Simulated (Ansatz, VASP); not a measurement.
## NaH in VASP and in Ansatz

INCAR

```
PREC     = Accurate       # precision mode
ENCUT    = 400            # plane-wave cutoff, eV
EDIFF    = 1E-8           # SCF threshold, eV
ISMEAR   = -1             # smearing method
SIGMA    = 0.03           # smearing width, eV
LREAL    = False          # projectors in reciprocal space
LASPH    = True           # aspherical terms in the spheres
NELM     = 120            # most SCF steps
ALGO     = Normal         # electronic algorithm
ISIF     = 2              # what is computed and relaxed
LWAVE    = False          # write WAVECAR
LCHARG   = False          # write CHGCAR
GGA      = PS             # functional
LEFG     = True         
NBANDS   = 11             # bands
GGA_COMPAT= False
```

The input KPOINTS:

```
Automatic mesh
0
Gamma
  9 9 9
```

POSCAR

```
NaH
1.0
    0.0000000000      2.4400000000      2.4888000000
    2.4400000000      0.0000000000      2.4888000000
    2.4400000000      2.4400000000      0.0000000000
Na H
1 1
Direct
    0.0000000000      0.0000000000      0.0000000000
    0.5000000000      0.5000000000      0.5000000000
```

Input for Ansatz:

```yaml
crystal:
  lattice:
    - [0.0, 2.44, 2.4888]
    - [2.44, 0.0, 2.4888]
    - [2.44, 2.44, 0.0]
  atoms:
    - { symbol: Na, position: [0.0, 0.0, 0.0] }
    - { symbol: H, position: [0.5, 0.5, 0.5] }
kpoints:
  mp_grid: { grid: [9, 9, 9] }
scf:
  occupations: { method: fermi_dirac, width: 0.03 }
hamiltonian:
  xc: pbesol
  pseudopotentials: { kind: paw }
output:
  forces: true
  stress: true
  eigenvalues: true
  efg: { contact_densities: true }
```

Change from the starting cell: zz strain of +2 %, PAW files.

Alike in both runs: task electric field gradients; functional PBEsol; k mesh 9 × 9 × 9; occupations fermi-dirac, width 0.03 eV; no spin polarisation.

|  | VASP | Ansatz |
| --- | --- | --- |
| version | VASP 6.6.1 | Ansatz 0.2.0 |
| potentials or method | VASP PAW PBE potentials, release 64 (Na_pv, H) | PAW with Ansatz's default frozen-core files, scalar-relativistic |
| plane-wave cutoff (eV) | 400 | 420 |
| valence electrons in the cell | 8 | 10 |

```csv
,VASP,Ansatz,Ansatz less VASP
gap on the k mesh at the Fermi level (eV),3.76,3.76,+0.006
pressure (GPa),-2.0,-1.5,+0.46
"traceless stress, the component that is largest in VASP (GPa)",-0.32,-0.32,+0.006
size of Vzz on the site where it differs most (V/Å²),0.2,0.2,+0.06
```

VASP's potentials were made for PBE, not for PBEsol. With one functional, cell and mesh, what is left measures potentials, basis and numerics. VASP's potentials hold 8 valence electrons a cell and Ansatz's 10, so a difference there can come from the potentials and not from the codes.
